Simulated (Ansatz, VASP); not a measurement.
Two plane-wave programs on InSe

```xyz
4
Lattice="2.0044 1.1572 8.4292 -2.0044 1.1572 8.4292 0.0000 -2.3145 8.4292" Properties=species:S:1:pos:R:3 pbc="T T T"
In    0.0000    0.0000    0.0302
In    0.0000    0.0000    2.8069
Se    0.0000    0.0000   15.6113
Se    0.0000    0.0000   20.9422
```

Alike in both runs: task electric field gradients; functional PBEsol; k mesh 12 × 12 × 12; no spin polarisation.

|  | VASP | Ansatz |
| --- | --- | --- |
| version | VASP 6.6.1 | Ansatz 0.2.0 |
| potentials or method | VASP PAW PBE potentials, release 64 (In_d, Se), cutoff 520 eV | scalar-relativistic, plane waves, PAW |
| occupations | gaussian, width 0.01 eV | fixed |
| valence electrons in the cell | 38 | 58 |

Ansatz gave:

* gap on the k mesh at the Fermi level (eV): 0.37
* least direct gap on the mesh (eV): 0.37
* pressure (GPa): 0.0
* rms of the force components (eV/Å): 0.000
* size of Vzz on the site where it differs most (V/Å²): 67.7

Question: What did VASP give for the same quantities?

Answer: gap on the k mesh at the Fermi level (eV): 0.36; least direct gap on the mesh (eV): 0.36; pressure (GPa): 0.1; rms of the force components (eV/Å): 0.011; size of Vzz on the site where it differs most (V/Å²): 65.4.

VASP's potentials were made for PBE, not for PBEsol. Atom by atom the forces differ by 0.011 eV/Å (rms over components). VASP's potentials hold 38 valence electrons a cell and Ansatz's 58, so a difference there can come from the potentials and not from the codes.
